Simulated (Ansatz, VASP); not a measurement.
Two plane-wave programs on GaAs

POSCAR

```
GaAs
1.0
    0.0000000000      2.8330607998      2.8330607998
    2.8330607998      0.0000000000      2.8330607998
    2.8330607998      2.8330607998      0.0000000000
Ga As
1 1
Direct
    0.0000000000      0.0000000000      0.0000000000
    0.7500000000      0.7500000000      0.7500000000
```

INCAR.step1

```
  PREC = Accurate
  ENCUT = 550
  ISMEAR = 0
  SIGMA = 0.01
  LREAL = F
  LASPH = T
  NELM = 120
  NBANDS = 16
  GGA = PE
  ALGO = Normal
  EDIFF = 1E-5
  LWAVE = T
  LCHARG = F
  GGA_COMPAT = F
```

File INCAR.step2:

```
  PREC = Accurate
  ENCUT = 550
  EDIFF = 1E-6
  ISMEAR = 0
  SIGMA = 0.01
  LREAL = F
  LASPH = T
  NELM = 120
  ALGO = Normal
  ISIF = 2
  LWAVE = F
  LCHARG = F
  METAGGA = R2SCAN
  LMIXTAU = T
  NBANDS = 16
  ISTART = 1
  GGA_COMPAT = F
```

Contents of KPOINTS:

```
regular mesh
0
Gamma
  8 8 8
```

Input for Ansatz:

```yaml
crystal:
  lattice:
    - [0.0, 2.8330607998, 2.8330607998]
    - [2.8330607998, 0.0, 2.8330607998]
    - [2.8330607998, 2.8330607998, 0.0]
  atoms:
    - { symbol: Ga, position: [0.0, 0.0, 0.0] }
    - { symbol: As, position: [0.75, 0.75, 0.75] }
basis:
  ecutwfc: 500
  xc_grid: 3
kpoints:
  mp_grid: { grid: [8, 8, 8] }
  band_path: { path: [VBM, CBM], npoints: 2 }
hamiltonian:
  xc: r2scan
scf:
  occupations: { method: gaussian, width: 0.01 }
output:
  forces: true
  stress: true
  eigenvalues: true
```

Alike in both runs: task single point; functional r2SCAN; k mesh 8 × 8 × 8; occupations gaussian, width 0.01 eV; no spin polarisation.

|  | VASP | Ansatz |
| --- | --- | --- |
| version | VASP 6.6.1 | Ansatz 0.2.0 |
| potentials or method | VASP PAW PBE potentials, release 64 (Ga_d, As), cutoff 550 eV | scalar-relativistic, plane waves, PAW |
| valence electrons in the cell | 18 | 28 |

|  | VASP | Ansatz | Ansatz less VASP |
| --- | --- | --- | --- |
| gap on the k mesh at the Fermi level (eV) | 0.94 | 0.96 | +0.019 |
| least direct gap on the mesh (eV) | 0.94 | 0.96 | +0.019 |
| pressure (GPa) | 0.1 | 0.0 | -0.11 |

VASP's potentials were made for PBE, not for r2SCAN. With one functional, cell and mesh, what is left measures potentials, basis and numerics. VASP's potentials hold 18 valence electrons a cell and Ansatz's 28, so a difference there can come from the potentials and not from the codes.
